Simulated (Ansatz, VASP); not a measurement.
**Two plane-wave programs on Ge**

```
Ge
1.0
     0.00000    2.82868    2.82868
     2.82868    0.00000    2.82868
     2.82868    2.82868    0.00000
Ge
2
Cartesian
  0.0000 0.0000 0.0000
  1.4143 1.4143 1.4143
```

Alike in both runs: task relaxation of cell and atoms; functional PBE; k mesh 12 × 12 × 12; occupations fermi-dirac, width 0.05 eV; no spin polarisation.

|  | VASP | Ansatz |
| --- | --- | --- |
| version | VASP 6.6.1 | Ansatz 0.2.0 |
| potentials or method | VASP PAW PBE potentials, release 64 (Ge_d), cutoff 600 eV | plane-wave PAW DFT |
| valence electrons in the cell | 28 | 28 |

|  | VASP | Ansatz | Ansatz less VASP |
| --- | --- | --- | --- |
| relaxed volume (Å³/atom) | 23.85 | 23.91 | +0.063 |
| relaxed length of the cell vector where the two differ most in proportion (Å) | 4.071 | 4.074 | +0.0036 |
